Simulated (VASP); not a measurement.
# TaN (P6_3mc) in VASP: further runs, part 2 of 2

VASP 6.6.1. The steps go on from the part before.

## 4. Density of states, LDA

This run uses another cell than the first one, of 9.95 Å³/atom, 0.962 times its volume.

POSCAR reads:

```
TaN
1.0
    3.0500010905      0.0000000000      0.0000000000
   -1.5250005453      2.6413784260      0.0000000000
    0.0000000000      0.0000000000      4.9400000000
Ta N
2 2
Direct
    0.3333333333      0.6666666667      0.0000000000
    0.6666666667      0.3333333333      0.5000000000
    0.3333333333      0.6666666667      0.3850000000
    0.6666666667      0.3333333333      0.8850000000
```

INCAR.step1 reads:

```
SYSTEM = TaN
PREC = Accurate
ENCUT = 520
EDIFF = 1E-7
ISMEAR = -1
SIGMA = 0.03
LREAL = .FALSE.
LASPH = .TRUE.
NELM = 80
ALGO = Normal
ISIF = 2
LWAVE = .FALSE.
LCHARG = .TRUE.
LMAXMIX = 4
NBANDS = 24
```

KPOINTS.step1 reads:

```
regular mesh
0
G
  9 9 5
  0 0 0
```

INCAR.step2 reads:

```
SYSTEM = TaN
PREC = Accurate
ENCUT = 520
EDIFF = 1E-7
ISMEAR = -5
SIGMA = 0.03
LREAL = .FALSE.
LASPH = .TRUE.
NELM = 80
ALGO = Normal
ISIF = 2
LWAVE = .FALSE.
LCHARG = .FALSE.
LMAXMIX = 4
LORBIT = 11
NEDOS = 2001
ICHARG = 11
```

KPOINTS.step2 reads:

```
regular mesh
0
G
  14 14 8
  0 0 0
```

Started as:

```console
cat potpaw_LDA.64/Ta_pv/POTCAR potpaw_LDA.64/N/POTCAR > POTCAR
cp INCAR.step1 INCAR
cp KPOINTS.step1 KPOINTS
mpirun -np 1 vasp_std > vasp.out
cp INCAR.step2 INCAR
cp KPOINTS.step2 KPOINTS
mpirun -np 1 vasp_std > vasp.out
```

It took 2.3 min on 1 thread of Intel Xeon 8259CL, shared host; peak memory 0.21 GiB.

Results (log left out):

- Valence electrons inside the program's atomic spheres: Ta 9.84; N 4.02

Levels at points of the mesh, in eV from the Fermi level:
```tsv
k point	band 13	band 14	band 15	band 16	band 17	band 18	band 19	band 20
(0.00, 0.00, 0.00)	-7.82	-7.42	-0.86	-0.86	-0.16	2.19	2.64	2.64
(0.50, 0.00, 0.00)	-6.07	-5.12	-2.39	-1.04	0.48	1.42	2.05	3.74
(0.00, 0.00, 0.50)	-8.41	-8.41	1.18	1.18	1.18	1.18	2.00	2.00
(0.50, 0.00, 0.50)	-6.42	-6.42	-0.41	-0.41	2.15	2.15	2.25	2.25
```

Caveat: spin-orbit coupling is left out, which moves the levels of the heavy elements; tetrahedron occupations give inexact forces and stress in metals.

## 5. Electric field gradients, LDA

This run uses another cell than the first one, of 9.95 Å³/atom, 0.962 times its volume.

INCAR reads:

```
  PREC = Accurate
  ENCUT = 520
  EDIFF = 1E-8
  ISMEAR = -1
  SIGMA = 0.03
  LREAL = False
  LASPH = True
  NELM = 120
  ALGO = Normal
  ISIF = 2
  LWAVE = False
  LCHARG = False
  LEFG = True
  NBANDS = 24
  GGA_COMPAT = False
```

KPOINTS reads:

```
regular mesh
0
Gamma
  9 9 5
```

POSCAR is that of step 4.

Potentials or basis: VASP PAW LDA potentials, release 64 (Ta_pv, N).

Started as:

```console
cat potpaw_LDA.64/Ta_pv/POTCAR potpaw_LDA.64/N/POTCAR > POTCAR
mpirun -np 1 vasp_std > vasp.out
```

OUTCAR:

```text
PREC = Accurate
   ENCUT = 520
   EDIFF = 1E-8
   ISMEAR = -1
   LREAL = False
   LASPH = True
   NELM = 120
   ISIF = 2

 ion  position               nearest neighbor table
   1  0.333  0.667  0.000-   4 1.85   4 1.85   4 1.85   3 1.90   2 3.03   2 3.03   2 3.03   2 3.03
                             2 3.03   2 3.03
   2  0.667  0.333  0.500-   3 1.85   3 1.85   3 1.85   4 1.90   1 3.03   1 3.03   1 3.03   1 3.03
                             1 3.03   1 3.03
   3  0.333  0.667  0.385-   2 1.85   2 1.85   2 1.85   1 1.90
   4  0.667  0.333  0.885-   1 1.85   1 1.85   1 1.85   2 1.90

  LATTYP: Found a hexagonal cell.
 ALAT       =     3.0500010905
 C/A-ratio  =     1.6196715520

  Lattice vectors:

 A1 = (   3.0500010905,   0.0000000000,   0.0000000000)
 A2 = (  -1.5250005453,   2.6413784260,   0.0000000000)
 A3 = (   0.0000000000,   0.0000000000,   4.9400000000)

Analysis of symmetry for initial positions (statically):
=====================================================================
 Subroutine PRICEL returns:
 Original cell was already a primitive cell.

 Routine SETGRP: Setting up the symmetry group for a
 hexagonal supercell.

 Subroutine GETGRP returns: Found 12 space group operations
 (whereof  6 operations were pure point group operations)
 out of a pool of 24 trial point group operations.

The static configuration has the point symmetry C_3v.
 The point group associated with its full space group is C_6v.

Analysis of symmetry for dynamics (positions and initial velocities):
=====================================================================
 Subroutine PRICEL returns:
 Original cell was already a primitive cell.

 Routine SETGRP: Setting up the symmetry group for a
 hexagonal supercell.

 Subroutine GETGRP returns: Found 12 space group operations
 (whereof  6 operations were pure point group operations)
 out of a pool of 24 trial point group operations.

The dynamic configuration has the point symmetry C_3v.
 The point group associated with its full space group is C_6v.

 Subroutine INISYM returns: Found 12 space group operations
 (whereof  6 operations are pure point group operations),
 and found     1 'primitive' translations

----------------------------------------------------------------------------------------

                                     Primitive cell

  volume of cell :      39.7977

  direct lattice vectors                    reciprocal lattice vectors
     3.050001090  0.000000000  0.000000000     0.327868735  0.189295103  0.000000000
    -1.525000545  2.641378426  0.000000000     0.000000000  0.378590205  0.000000000
     0.000000000  0.000000000  4.940000000     0.000000000  0.000000000  0.202429150

  length of vectors
     3.050001090  3.050001091  4.940000000     0.378590205  0.378590205  0.202429150

  position of ions in fractional coordinates (direct lattice)
     0.333333333  0.666666667  0.000000000
     0.666666667  0.333333333  0.500000000
     0.333333333  0.666666667  0.385000000
     0.666666667  0.333333333  0.885000000

  ion indices of the primitive-cell ions
   primitive index   ion index
[... 86 lines left out ...]
   PSTRESS=    0.0 pullay stress
   NELECT =      32.0000    total number of electrons
   NUPDOWN=      -1.0000    fix difference up-down
   EMIN   =  10.00;   EMAX   =-10.00  energy-range for DOS
   EFERMI =   0.00;   METHOD = LEGACY
   ISMEAR =    -1;   SIGMA  =   0.03  broadening in eV -4-tet -1-fermi 0-gaus
   EFERMI_NEDOS =   21; number of points for ismear=-14 and -15
   IALGO  =     38    algorithm
   IMIX   =      4    mixing-type and parameters
     AMIX     =   0.40;   BMIX     =  1.00
     AMIX_MAG =   1.60;   BMIX_MAG =  1.00
  volume/ion in A,a.u.               =       9.95        67.14
  Fermi-wavevector in a.u.,A,eV,Ry     =   1.522319  2.876766 31.530886  2.317455
  Thomas-Fermi vector in A             =   2.630914
   LORBIT       =      0    0 simple, 1 ext, 2 COOP (PROOUT), +10 PAW based schemes
   GGA     = CA    functional components
   LHFCALC =     F    Hartree Fock is set to
   AEXX    =    0.0000 exact exchange contribution
   IVDW    =     0    specifies the selected vdW correction
   LEPSILON=     F    determine dielectric tensor
   LRPA    =     F    only Hartree local field effects (RPA)
 non-spin polarized calculation
  energy-cutoff  :      520.00
  volume of cell :       39.80
 maximum number of plane-waves:      1092
 NGX is ok and might be reduce to    24
   NGX = 11   NGY = 11   NGZ = 19

 number of electron      32.0000000 magnetization

 Free energy of the ion-electron system (eV)
  ---------------------------------------------------
  ext. energy  EPLUGINS =         0.00000000
  ---------------------------------------------------
  free energy    TOTEN  =       -43.00175873 eV

  energy without entropy =      -42.99463033  energy(sigma->0) =      -42.99819453

 E-fermi :   9.6504     XC(G=0): -13.7672

 val. band max:        9.6490254813   @ k =   0.2222   0.0000   0.0000
 cond. band min:       9.6506940983   @ k =   0.1111   0.1111   0.4000
 fundamental gap:      0.0016686170
 Fermi energy:         9.6504045196

 k-point     1 :       0.0000    0.0000    0.0000
  band No.  band energies     occupation
      1     -26.2847      2.00000
      2     -25.1715      2.00000
      3     -25.1715      2.00000
      4     -24.9761      2.00000
      5     -24.9761      2.00000
      6     -24.9078      2.00000
[... 637 lines left out ...]
     23      17.2816      0.00000
     24      17.2816      0.00000

 [... further k-points ...]
[... 5 lines left out ...]
  --------------------------------------------------------------------------------------
  -------------------------------------------------------------------------------------
  Total       32.5083170     32.5083170     26.1671448     -0.0000000      0.0000000      0.0000000
  in kB     1308.7222892   1308.7222893   1053.4388955     -0.0000000      0.0000000      0.0000000
  external PRESSURE =    1223.6278247 kB  Pullay stress =       0.0000000 kB

 VOLUME and BASIS-vectors are now :
 -----------------------------------------------------------------------------
  energy-cutoff  :      520.00
  volume of cell :       39.80
      direct lattice vectors                 reciprocal lattice vectors
     3.050001090  0.000000000  0.000000000     0.327868735  0.189295103  0.000000000
    -1.525000545  2.641378426  0.000000000     0.000000000  0.378590205  0.000000000
     0.000000000  0.000000000  4.940000000     0.000000000  0.000000000  0.202429150

 POSITION                                       TOTAL-FORCE (eV/Angst)
 -----------------------------------------------------------------------------------
     -0.00000      1.76092      0.00000        -0.000000      0.000000      2.238911
      1.52500      0.88046      2.47000         0.000000     -0.000000      2.238911
     -0.00000      1.76092      1.90190        -0.000000      0.000000     -2.238911
      1.52500      0.88046      4.37190         0.000000     -0.000000     -2.238911
 -----------------------------------------------------------------------------------
    total drift:                               -0.000000      0.000000      0.000447

  FREE ENERGIE OF THE ION-ELECTRON SYSTEM (eV)
  ---------------------------------------------------
  free  energy   TOTEN  =       -43.0017587345 eV

  energy  without entropy=      -42.9946303279  energy(sigma->0) =      -42.99819453

 Electric field gradients (V/A^2)
---------------------------------------------------------------------
 ion       V_xx      V_yy      V_zz      V_xy      V_xz      V_yz
---------------------------------------------------------------------
   1     -62.543   -62.543   125.086    -0.000     0.000    -0.000
   2     -62.543   -62.543   125.086    -0.000    -0.000     0.000
   3      -5.397    -5.397    10.795     0.000     0.000    -0.000
   4      -5.397    -5.397    10.795     0.000    -0.000     0.000
---------------------------------------------------------------------

 Electric field gradients after diagonalization (V/A^2)
 (convention: |V_zz| > |V_xx| > |V_yy|)
----------------------------------------------------------------------
 ion       V_xx      V_yy      V_zz     asymmetry (V_yy - V_xx)/ V_zz
----------------------------------------------------------------------
   1     -62.543   -62.542   125.086       0.000
   2     -62.543   -62.542   125.086       0.000
   3      -5.398    -5.397    10.795       0.000
   4      -5.398    -5.397    10.795       0.000
----------------------------------------------------------------------

           NMR quadrupolar parameters

 Cq : quadrupolar parameter    Cq=e*Q*V_zz/h
 eta: asymmetry parameters     (V_yy - V_xx)/ V_zz
 Q  : nuclear electric quadrupole moment in mb (millibarn)
----------------------------------------------------------------------
 ion       Cq(MHz)       eta       Q (mb)
----------------------------------------------------------------------
   1       0.302       0.000       1.000
   2       0.302       0.000       1.000
   3       0.026       0.000       1.000
   4       0.026       0.000       1.000
----------------------------------------------------------------------
```

OSZICAR:

```text
N       E                     dE             d eps       ncg     rms          rms(c)
DAV:   1     0.282297980887E+03    0.28230E+03   -0.17777E+04  1728   0.144E+03
DAV:   2    -0.368157952443E+02   -0.31911E+03   -0.30451E+03  2120   0.418E+02
DAV:   3    -0.502748794293E+02   -0.13459E+02   -0.13340E+02  2192   0.854E+01
DAV:   4    -0.503784323732E+02   -0.10355E+00   -0.10353E+00  1888   0.792E+00
DAV:   5    -0.503795154452E+02   -0.10831E-02   -0.10830E-02  2200   0.729E-01    0.593E+01
DAV:   6    -0.432050593908E+02    0.71745E+01   -0.24990E+01  1760   0.381E+01    0.253E+01
DAV:   7    -0.430564891134E+02    0.14857E+00   -0.88949E-01  2040   0.730E+00    0.134E+01
DAV:   8    -0.430046512750E+02    0.51838E-01   -0.51231E-02  1976   0.172E+00    0.107E+00
DAV:   9    -0.430017451595E+02    0.29061E-02   -0.82524E-03  2008   0.640E-01    0.188E-01
DAV:  10    -0.430017762149E+02   -0.31055E-04   -0.32480E-04  2104   0.147E-01    0.385E-02
DAV:  11    -0.430017589719E+02    0.17243E-04   -0.61926E-05  2032   0.590E-02    0.108E-02
DAV:  12    -0.430017587658E+02    0.20616E-06   -0.29597E-06  2064   0.143E-02    0.531E-03
DAV:  13    -0.430017587472E+02    0.18623E-07   -0.17106E-07  2088   0.320E-03    0.294E-03
DAV:  14    -0.430017587348E+02    0.12368E-07   -0.33096E-08  1800   0.150E-03    0.614E-04
DAV:  15    -0.430017587345E+02    0.24284E-09   -0.49558E-09  1072   0.525E-04
   1 F= -.43001759E+02 E0= -.42998195E+02  d E =-.712841E-02
```

It took 55 s on 1 thread of AMD EPYC 7R43 (Zen 3), shared host; peak memory 0.12 GiB.

Results:

* Free energy: -43.0018 eV
* Pressure: 122.4 GPa
* Largest force: 2.239 eV/Å
* Band gap on the k mesh: zero (band 16 reaches 10.17 eV, above the bottom of band 17 at 7.98 eV)

Forces on the atoms (eV/Å):
```
Ta   0.000  0.000  2.239
Ta   0.000  0.000  2.239
N    0.000  0.000 -2.239
N    0.000  0.000 -2.239
```

Electric field gradients, principal values (V/Å²):
```csv
atom,least,middle,greatest (by size)
1 Ta,-62.542,-62.543,125.086
2 Ta,-62.542,-62.543,125.086
3 N,-5.397,-5.398,10.795
4 N,-5.397,-5.398,10.795
```

Caveat: without QUAD_EFG the Cq values of the log hold for a quadrupole moment of 1 mb, not for the nuclei; spin-orbit coupling is left out, which moves the levels of the heavy elements; forces of over 1 eV/Å act on the atoms, so gaps and moduli don't describe the material at rest.

## 6. Overview

```tsv
task	cell	k mesh for the DOS	occupations for the DOS	gap on the mesh (eV)	pressure (GPa)	largest force (eV/Å)
electric field gradients	a = 3.090, b = 3.090, c = 5.005 Å, angles 90.0, 90.0, 120.0°, 4 atoms	-	-	none	96.2	2.14
electric field gradients	a = 3.050, b = 3.050, c = 4.940 Å, angles 90.0, 90.0, 120.0°, 4 atoms	-	-	none	122.4	2.24
density of states	a = 3.050, b = 3.050, c = 4.940 Å, angles 90.0, 90.0, 120.0°, 4 atoms	14 × 14 × 8	tetrahedron	-	-	-
```

Alike in all rows: level LDA; potentials or basis VASP PAW LDA potentials, release 64 (Ta_pv, N); no spin polarisation; k mesh 9 × 9 × 5; cutoff (eV) 520; smearing fermi-dirac 0.03 eV.

Caveats: spin-orbit coupling is left out, which moves the levels of the heavy elements; forces of over 1 eV/Å act on the atoms, so gaps and moduli don't describe the material at rest (some runs); tetrahedron occupations give inexact forces and stress in metals (some runs).

Total energies depend on the potentials used, so only differences within one code and one set of settings carry meaning.
